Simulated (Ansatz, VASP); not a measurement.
# Na in VASP and in Ansatz

```
Na
1.0
    -2.14352    2.14352    2.14352
     2.14352   -2.14352    2.14352
     2.14352    2.14352   -2.14352
Na
1
Direct
  0.00000 0.00000 0.00000
```

Alike in both runs: functional RPBE; k mesh 11 × 11 × 11; occupations fermi-dirac, width 0.1 eV; no spin polarisation.

Ansatz relaxed the structure, and its values are those at the end. VASP's run is a single point on that final structure, the one shown.

|  | VASP | Ansatz |
| --- | --- | --- |
| version | VASP 6.6.1 | Ansatz 0.2.0 |
| potentials or method | VASP PAW PBE potentials, release 64 (Na_pv), cutoff 520 eV | plane waves (420 eV) with PAW, scalar-relativistic |
| valence electrons in the cell | 7 | 9 |

|  | VASP | Ansatz | Ansatz less VASP |
| --- | --- | --- | --- |
| pressure (GPa) | 0.0 | 0.0 | -0.01 |

VASP's potentials were made for PBE, not for RPBE. VASP's potentials hold 7 valence electrons a cell and Ansatz's 9, so a difference there can come from the potentials and not from the codes.
